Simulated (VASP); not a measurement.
The system is C.

```
C
1.0
     0.00000    1.78340    1.78340
     1.78340    0.00000    1.78340
     1.78340    1.78340    0.00000
C
2
Direct
  0.50000 0.50000 0.50000
  0.75000 0.75000 0.75000
```

```yaml
Program: VASP 6.6.1
Task: relaxation of cell and atoms
Functional: LDA
Potentials_or_basis: VASP PAW LDA potentials, release 64 (C)
Cutoff: 600 eV
k_mesh: 10 × 10 × 10
Occupations: gaussian, width 0.1 eV
Spin: no spin polarisation
```

At the start: pressure -12.4 GPa; volume 5.67 Å³/atom.

Task: Where does the relaxation end?

Result: Over 3 steps the energy falls by 6.2 meV/atom and the volume is 5.52 Å³/atom (-2.7 %); space group Fd-3m (No. 227, to 0.05 Å).

Step by step:
```
step  energy change (eV)  largest force (eV/Å)  pressure (GPa)  volume (Å³)
   1              0.0000                0.0000          -12.39        11.34
   2              0.0090                0.0000           17.98        10.64
   3             -0.0124                0.0000           -0.11        11.03
```

Final structure:
```cif
data_structure
_symmetry_space_group_name_H-M 'P 1'
_symmetry_Int_Tables_number 1
_cell_length_a 2.4989
_cell_length_b 2.4989
_cell_length_c 2.4989
_cell_angle_alpha 60.000
_cell_angle_beta 60.000
_cell_angle_gamma 60.000
_cell_volume 11.03
loop_
_atom_site_label
_atom_site_type_symbol
_atom_site_fract_x
_atom_site_fract_y
_atom_site_fract_z
_atom_site_occupancy
C1 C 0.50000 0.50000 0.50000 1
C2 C 0.75000 0.75000 0.75000 1
```
